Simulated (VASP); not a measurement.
# Mg (I4/mmm) in VASP: further runs

Runs on Mg. Level: PBE. Tasks: single point.

Everything below comes from runs of VASP 6.6.1. Logs are shortened: lines on timing, memory, paths and dates and some standing lists are left out, and cuts for length are marked.

### Step 1. The cell of the first run

It takes space group I4/mmm (No. 139, tetragonal). The conventional cell has a = 3.823 Å, b = 3.823 Å, c = 3.145 Å, α = 90.00°, β = 90.00°, γ = 90.00°. Mg (site symmetry 4/mmm) has 14 Mg at 3.13 to 3.82 Å within 4.1 Å.

### Step 2. Single point, PBE (22.98 Å³/atom)

INCAR

```
SYSTEM = Mg
ALGO = Fast
EDIFF = 1E-6
ENCUT = 520
GGA = PE
ISIF = 2
ISMEAR = 0
LASPH = .TRUE.
LCHARG = .FALSE.
LREAL = .FALSE.
LWAVE = .FALSE.
NBANDS = 7
NELM = 100
PREC = Accurate
SIGMA = 0.15
```

KPOINTS

```
k-points
0
G
  20 20 20
  0 0 0
```

POSCAR

```
Mg
1.0
   -1.9112955227      1.9112955227      1.5724228266
    1.9112955227     -1.9112955227      1.5724228266
    1.9112955227      1.9112955227     -1.5724228266
Mg
1
Direct
    0.0000000000      0.0000000000      0.0000000000
```

Potentials or basis: VASP PAW PBE potentials, release 64 (Mg).

Command:

```sh
> cat potpaw_PBE.64/Mg/POTCAR > POTCAR
> mpirun -np 1 vasp_std > vasp.out
```

OUTCAR:

```text
SYSTEM = Mg
   EDIFF = 1E-6
   ENCUT = 520
   GGA = PE
   ISIF = 2
   ISMEAR = 0
   LASPH = .TRUE.
   LREAL = .FALSE.
   NELM = 100
   PREC = Accurate

 ion  position               nearest neighbor table
   1  0.000  0.000  0.000-

  LATTYP: Found a body centered tetragonal cell.
 ALAT       =     3.8225910454
 C/A-ratio  =     0.8227000000

  Lattice vectors:

 A1 = (  -1.9112955227,   1.9112955227,   1.5724228266)
 A2 = (   1.9112955227,  -1.9112955227,   1.5724228266)
 A3 = (   1.9112955227,   1.9112955227,  -1.5724228266)

Analysis of symmetry for initial positions (statically):
=====================================================================
 Subroutine PRICEL returns:
 Original cell was already a primitive cell.

 Routine SETGRP: Setting up the symmetry group for a
 body centered tetragonal supercell.

 Subroutine GETGRP returns: Found 16 space group operations
 (whereof 16 operations were pure point group operations)
 out of a pool of 16 trial point group operations.

The static configuration has the point symmetry D_4h.

Analysis of symmetry for dynamics (positions and initial velocities):
=====================================================================
 Subroutine PRICEL returns:
 Original cell was already a primitive cell.

 Routine SETGRP: Setting up the symmetry group for a
 body centered tetragonal supercell.

 Subroutine GETGRP returns: Found 16 space group operations
 (whereof 16 operations were pure point group operations)
 out of a pool of 16 trial point group operations.

The dynamic configuration has the point symmetry D_4h.

 Subroutine INISYM returns: Found 16 space group operations
 (whereof 16 operations are pure point group operations),
 and found     1 'primitive' translations

----------------------------------------------------------------------------------------

                                     Primitive cell

  volume of cell :      22.9766

  direct lattice vectors                    reciprocal lattice vectors
    -1.911295523  1.911295523  1.572422827     0.000000000  0.261602664  0.317980629
     1.911295523 -1.911295523  1.572422827     0.261602664  0.000000000  0.317980629
     1.911295523  1.911295523 -1.572422827     0.261602664  0.261602664  0.000000000

  length of vectors
     3.127077661  3.127077661  3.127077661     0.411761623  0.411761623  0.369962035

  position of ions in fractional coordinates (direct lattice)
     0.000000000  0.000000000  0.000000000

  ion indices of the primitive-cell ions
   primitive index   ion index
                 1           1

----------------------------------------------------------------------------------------

 KPOINTS: k-points

Automatic generation of k-mesh.
 Grid dimensions read from file:
 generate k-points for:   20   20   20

 Generating k-lattice:

  Cartesian coordinates                     Fractional coordinates (reciprocal lattice)
     0.000000000  0.013080133  0.015899031     0.050000000  0.000000000 -0.000000000
     0.013080133  0.000000000  0.015899031     0.000000000  0.050000000 -0.000000000
     0.013080133  0.013080133  0.000000000     0.000000000  0.000000000  0.050000000

  Length of vectors
     0.020588081  0.020588081  0.018498102

  Shift w.r.t. Gamma in fractional coordinates (k-lattice)
     0.000000000  0.000000000  0.000000000

 Subroutine IBZKPT returns following result:
 ===========================================

 Found    641 irreducible k-points:

 Following reciprocal coordinates:
            Coordinates               Weight
  0.000000  0.000000  0.000000      1.000000
  0.050000  0.000000 -0.000000      8.000000
  0.100000  0.000000 -0.000000      8.000000
  0.150000  0.000000 -0.000000      8.000000
  0.200000  0.000000 -0.000000      8.000000
  0.250000  0.000000 -0.000000      8.000000
[... 16 lines left out ...]
 -0.400000  0.050000  0.000000     16.000000
 -0.350000  0.050000  0.000000     16.000000
 [... further k-points ...]
   k-points           NKPTS =    641   k-points in BZ     NKDIM =    641   number of bands    NBANDS=      7
   number of dos      NEDOS =    301   number of ions     NIONS =      1
   total plane-waves  NPLWV =  13824
   dimension x,y,z NGX =    24 NGY =   24 NGZ =   24
   dimension x,y,z NGXF=    48 NGYF=   48 NGZF=   48
   ions per type =               1
   NGX,Y,Z   is equivalent  to a cutoff of  12.76, 12.76, 12.76 a.u.
   NGXF,Y,Z  is equivalent  to a cutoff of  25.52, 25.52, 25.52 a.u.
 SYSTEM =  Mg
   PREC   = accura    normal or accurate (medium, high low for compatibility)
   ISTART =      0    job   : 0-new  1-cont  2-samecut
   ICHARG =      2    charge: 1-file 2-atom 10-const
   ISPIN  =      1    spin polarized calculation?
   LNONCOLLINEAR =      F non collinear calculations
   LSORBIT =      F    spin-orbit coupling
   LASPH  =      T    aspherical Exc in radial PAW
   ENCUT  =  520.0 eV  38.22 Ry    6.18 a.u.   5.81  5.81  5.81*2*pi/ulx,y,z
   NELM   =    100;   NELMIN=  2; NELMDL= -5     # of ELM steps
   EDIFF  = 0.1E-05   stopping-criterion for ELM
   LREAL  =      F    real-space projection
   EDIFFG = 0.1E-04   stopping-criterion for IOM
   NSW    =      0    number of steps for IOM
   IBRION =     -1    ionic relax: 0-MD 1-quasi-New 2-CG
   NFREE  =      0    steps in history (QN), initial steepest desc. (CG)
   ISIF   =      2    stress and relaxation
   ISYM   =      2    0-nonsym 1-usesym 2-fastsym
   POTIM  = 0.5000    time-step for ionic-motion
   TEBEG  =    0.0;   TEEND  =   0.0 temperature during run
   PSTRESS=    0.0 pullay stress
   NELECT =       2.0000    total number of electrons
   NUPDOWN=      -1.0000    fix difference up-down
   EMIN   =  10.00;   EMAX   =-10.00  energy-range for DOS
   EFERMI =   0.00;   METHOD = LEGACY
   ISMEAR =     0;   SIGMA  =   0.15  broadening in eV -4-tet -1-fermi 0-gaus
   EFERMI_NEDOS =   21; number of points for ismear=-14 and -15
   IALGO  =     68    algorithm
   IMIX   =      4    mixing-type and parameters
     AMIX     =   0.40;   BMIX     =  1.00
     AMIX_MAG =   1.60;   BMIX_MAG =  1.00
  volume/ion in A,a.u.               =      22.98       155.05
  Fermi-wavevector in a.u.,A,eV,Ry     =   0.725532  1.371056  7.162059  0.526396
  Thomas-Fermi vector in A             =   1.816277
   LORBIT       =      0    0 simple, 1 ext, 2 COOP (PROOUT), +10 PAW based schemes
   GGA     = PE    functional components
   LHFCALC =     F    Hartree Fock is set to
   AEXX    =    0.0000 exact exchange contribution
   IVDW    =     0    specifies the selected vdW correction
   LEPSILON=     F    determine dielectric tensor
   LRPA    =     F    only Hartree local field effects (RPA)
 non-spin polarized calculation
 RMM-DIIS sequential band-by-band and
 Gauss-broadening in eV      SIGMA  =   0.15
  energy-cutoff  :      520.00
  volume of cell :       22.98
 maximum number of plane-waves:       638
   NGX = 11   NGY = 11   NGZ = 11

 number of electron       2.0000000 magnetization

 Free energy of the ion-electron system (eV)
  ---------------------------------------------------
  ext. energy  EPLUGINS =         0.00000000
  ---------------------------------------------------
  free energy    TOTEN  =        -1.46947332 eV

  energy without entropy =       -1.46538225  energy(sigma->0) =       -1.46742778

 E-fermi :   2.6239     XC(G=0):  -8.4861

 val. band max:        2.6142566997   @ k =   0.4500   0.0500  -0.0000
 cond. band min:       2.6250572342   @ k =   0.5000   0.5000   0.3000
 fundamental gap:      0.0108005346
 Fermi energy:         2.6239309778

 k-point     1 :       0.0000    0.0000    0.0000
  band No.  band energies     occupation
      1      -4.2999      2.00000
      2      13.2747      0.00000
      3      15.4143      0.00000
      4      15.4143      0.00000
      5      15.5678      0.00000
      6      17.5017      0.00000
      7      17.5017      0.00000

 k-point     2 :       0.0500    0.0000   -0.0000
  band No.  band energies     occupation
      1      -4.2360      2.00000
      2      12.9877      0.00000
      3      14.6902      0.00000
      4      15.8129      0.00000
      5      16.1555      0.00000
      6      16.8115      0.00000
      7      16.9830      0.00000

 k-point     3 :       0.1000    0.0000   -0.0000
  band No.  band energies     occupation
      1      -4.0443      2.00000
      2      12.4352      0.00000
      3      13.8267      0.00000
      4      15.1035      0.00000
      5      16.0058      0.00000
      6      16.7111      0.00000
      7      16.9606      0.00000

 k-point     4 :       0.1500    0.0000   -0.0000
  band No.  band energies     occupation
      1      -3.7258      2.00000
      2      11.8798      0.00000
      3      12.5946      0.00000
      4      13.9023      0.00000
      5      15.0170      0.00000
      6      16.8533      0.00000
      7      17.8243      0.00000

 k-point     5 :       0.2000    0.0000   -0.0000
  band No.  band energies     occupation
      1      -3.2817      2.00000
      2      10.9588      0.00000
      3      11.3942      0.00000
      4      13.1928      0.00000
      5      14.1003      0.00000
      6      16.2242      0.00000
      7      18.7299      0.00000
[... 161 lines left out ...]
 k-point    22 :      -0.4500    0.0500    0.0000
  band No.  band energies     occupation
      1       0.1417      2.00000
      2       4.0782      0.00000
      3       9.5245      0.00000
      4      11.5251      0.00000
      5      12.0916      0.00000
      6      14.5300      0.00000
      7      20.9214      0.00000

 k-point    23 :      -0.4000    0.0500    0.0000
  band No.  band energies     occupation
      1      -0.8193      2.00000
      2       5.4880      0.00000
      3       9.5729      0.00000
      4      11.8583      0.00000
      5      12.2573      0.00000
      6      14.9343      0.00000
      7      20.7685      0.00000

 k-point    24 :      -0.3500    0.0500    0.0000
  band No.  band energies     occupation
      1      -1.6724      2.00000
      2       6.9972      0.00000
      3       9.7334      0.00000
      4      12.1575      0.00000
      5      12.6794      0.00000
      6      15.4509      0.00000
      7      20.4429      0.00000

 [... further k-points ...]

------------------------ aborting loop because EDIFF is reached ----------------------------------------

  FORCE on cell =-STRESS in cart. coord.  units (eV):
  Direction    XX          YY          ZZ          XY          YZ          ZX
  --------------------------------------------------------------------------------------
  -------------------------------------------------------------------------------------
  Total       -0.0579394     -0.0579394      0.2876635      0.0000000     -0.0000000      0.0000000
  in kB       -4.0401724     -4.0401724     20.0590452      0.0000000     -0.0000000      0.0000000
  external PRESSURE =       3.9929001 kB  Pullay stress =       0.0000000 kB

 VOLUME and BASIS-vectors are now :
 -----------------------------------------------------------------------------
  energy-cutoff  :      520.00
  volume of cell :       22.98
      direct lattice vectors                 reciprocal lattice vectors
    -1.911295523  1.911295523  1.572422827     0.000000000  0.261602664  0.317980629
     1.911295523 -1.911295523  1.572422827     0.261602664  0.000000000  0.317980629
     1.911295523  1.911295523 -1.572422827     0.261602664  0.261602664  0.000000000

 POSITION                                       TOTAL-FORCE (eV/Angst)
 -----------------------------------------------------------------------------------
      0.00000      0.00000      0.00000        -0.000000      0.000000     -0.000000
 -----------------------------------------------------------------------------------
    total drift:                                0.000000      0.000000      0.000000

  FREE ENERGIE OF THE ION-ELECTRON SYSTEM (eV)
  ---------------------------------------------------
  free  energy   TOTEN  =        -1.4694733174 eV

  energy  without entropy=       -1.4653822522  energy(sigma->0) =       -1.46742778
```

Run time: 98 s. Hardware: 1 thread of AMD EPYC 7R13, shared host; peak memory 0.2 GiB.

What came out:

```
Free energy            : -1.4695 eV
Pressure               : 0.4 GPa
Band gap on the k mesh : zero (bands 1 and 2 overlap by 4.40 eV)
```

### Step 3. Single point, PBE (23.59 Å³/atom)

This run uses another cell than the first one, of 23.59 Å³/atom.

INCAR

```
SYSTEM = Mg
PREC = Accurate
ENCUT = 520
EDIFF = 1E-7
ISMEAR = 0
SIGMA = 0.15
LREAL = .False.
LASPH = .True.
NELM = 100
ALGO = Normal
ISIF = 2
LWAVE = .False.
LCHARG = .True.
GGA = PE
LELF = .True.
LVHAR = .True.
NBANDS = 7
```

KPOINTS

```
Automatic mesh
0
Gamma
  20 20 20
  0 0 0
```

POSCAR

```
Mg
1.0
   -1.7427247337      1.7427247337      1.9417438983
    1.7427247337     -1.7427247337      1.9417438983
    1.7427247337      1.7427247337     -1.9417438983
Mg
1
Direct
    0.0000000000      0.0000000000      0.0000000000
```

Potentials or basis: VASP PAW PBE potentials, release 64 (Mg).

Command:

```sh
> cat potpaw_PBE.64/Mg/POTCAR > POTCAR
> mpirun -np 1 vasp_std > vasp.out
```

It took 1.8 min on 1 thread of AMD EPYC 7R13, shared host; peak memory 0.2 GiB.

It converged, with:

| Property | Result |
| --- | --- |
| Free energy | -1.4806 eV |
| Pressure | -1.0 GPa |
| Band gap on the k mesh | zero (bands 1 and 2 overlap by 3.61 eV) |

Stress tensor (GPa, compression positive):
```
-1.23  0.00  0.00
 0.00 -1.23  0.00
 0.00  0.00 -0.52
```

Levels at points of the mesh, in eV from the Fermi level:
```tsv
k point	band 1	band 2	band 3	band 4	band 5
(0.00, 0.00, 0.00)	-6.84	12.28	12.28	13.74	14.18
(0.50, 0.00, 0.00)	-1.58	-1.14	9.19	9.77	10.73
(0.50, 0.50, 0.00)	-1.13	-0.42	7.44	8.09	8.78
(0.50, 0.50, 0.50)	2.26	3.15	4.54	4.62	4.62
```

### Step 4. Single point, PBE (23.59 Å³/atom)

This run uses another cell than the first one, of 23.59 Å³/atom.

INCAR

```
PREC = Accurate
ENCUT = 520
EDIFF = 1E-6
ISMEAR = 0
SIGMA = 0.15
LREAL = F
LASPH = T
NELM = 100
ALGO = Normal
ISIF = 2
LWAVE = F
LCHARG = F
GGA = PE
NBANDS = 7
```

KPOINTS

```
regular mesh
0
Gamma
  20 20 20
```

POSCAR

```
Mg
1.0
   -1.9674940452      1.9674940452      1.5234306392
    1.9674940452     -1.9674940452      1.5234306392
    1.9674940452      1.9674940452     -1.5234306392
Mg
1
Direct
    0.0000000000      0.0000000000      0.0000000000
```

Command:

```sh
> cat potpaw_PBE.64/Mg/POTCAR > POTCAR
> mpirun -np 1 vasp_std > vasp.out
```

It took 72 s on 1 thread of AMD EPYC 7R13, shared host; peak memory 0.2 GiB.

The run converged. Its results:

| Item | Value |
| --- | --- |
| Free energy | -1.4487 eV |
| Pressure | 0.1 GPa |
| Band gap on the k mesh | zero (bands 1 and 2 overlap by 4.51 eV) |

Stress tensor (GPa, compression positive):
```
-1.56  0.00  0.00
 0.00 -1.56  0.00
 0.00  0.00  3.33
```

Levels at points of the mesh, in eV from the Fermi level:
| k point | band 1 | band 2 | band 3 | band 4 | band 5 | band 6 |
| --- | --- | --- | --- | --- | --- | --- |
| (0.00, 0.00, 0.00) | -6.78 | 9.90 | 11.78 | 11.78 | 12.19 | 15.50 |
| (0.50, 0.00, 0.00) | -0.87 | -0.03 | 7.47 | 8.25 | 8.79 | 10.76 |
| (0.50, 0.50, 0.00) | -2.02 | -2.02 | 12.35 | 12.40 | 12.81 | 14.02 |
| (0.50, 0.50, 0.50) | 2.08 | 2.08 | 2.98 | 3.20 | 8.51 | 9.90 |

### Step 5. Summary

```csv
cell,gap on the mesh (eV),pressure (GPa)
"a = 3.127 Å, angles 104.6, 104.6, 119.6°, 1 atom",none,0.4
"a = 3.138 Å, angles 112.5, 112.5, 103.5°, 1 atom",none,-1.0
"a = 3.172 Å, angles 103.3, 103.3, 122.6°, 1 atom",none,0.1
```

Alike in all rows: task single point; level PBE; potentials or basis VASP PAW PBE potentials, release 64 (Mg); no spin polarisation; k mesh 20 × 20 × 20; cutoff (eV) 520; smearing gaussian 0.15 eV.

Total energies depend on the potentials used, so only differences within one code and one set of settings carry meaning.
